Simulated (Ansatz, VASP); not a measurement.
NiO: VASP beside Ansatz

```xyz
4
Lattice="2.8302 0.0000 0.0000 0.0000 2.8302 0.0000 0.0000 0.0000 5.0097" Properties=species:S:1:pos:R:3 pbc="T T T"
Ni    0.0000    1.4151    2.5049
Ni    1.4151    0.0000    0.0000
O     0.0000    0.0000    1.2524
O     0.0000    0.0000    3.7573
```

Change from the starting cell: the structure that the rattled cell fell into.

Alike in both runs: functional PBE; k mesh 16 × 16 × 10; occupations gaussian, width 0.1 eV; no spin polarisation.

Ansatz relaxed the structure, and its values are those at the end. VASP's run is a single point on that final structure, the one shown.

```csv
,VASP,Ansatz
version,VASP 6.6.1,Ansatz 0.2.0
potentials or method,"VASP PAW PBE potentials, release 64 (Ni_sv_GW, O), cutoff 700 eV","scalar-relativistic, plane waves, PAW"
valence electrons in the cell,48,48
```

```tsv
	VASP	Ansatz	Ansatz less VASP
gap on the k mesh at the Fermi level (eV)	none	none	-
pressure (GPa)	-0.7	0.0	+0.68
```

A gap of «none» marks a metal or a gap that the smearing closes. The functional is the same, so the differences come from potentials, cutoffs and numerics.
